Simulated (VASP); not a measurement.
Runs of VASP 6.6.1 on TiC. Symmetry: Fm-3m, No. 225, cubic system. The conventional cell has a = 4.319 Å, b = 4.319 Å, c = 4.319 Å, α = 90.00°, β = 90.00°, γ = 90.00°. Within 2.9 Å of Ti (site symmetry m-3m) lie 6 C at 2.16 Å. Within 2.9 Å of C (site symmetry m-3m) lie 6 Ti at 2.16 Å. 

```tsv
k mesh	gap on the mesh (eV)	pressure (GPa)
11 × 11 × 11	none	2.7
9 × 9 × 9	none	2.7
6 × 6 × 6	none	2.7
7 × 7 × 7	none	(a)
3 × 3 × 3	none	3.5
4 × 4 × 4	none	2.4
```

Alike in all rows: task single point; level PBE; potentials or basis VASP PAW PBE potentials, release 64 (Ti_sv, C); no spin polarisation; cell as given; cutoff (eV) 600; smearing fermi-dirac 0.15 eV.

Task: Estimate the missing entries.

Result: (a) 2.8.

Caveats: some runs use coarse meshes.

A gap of «none» marks levels without a gap at the run's occupations.
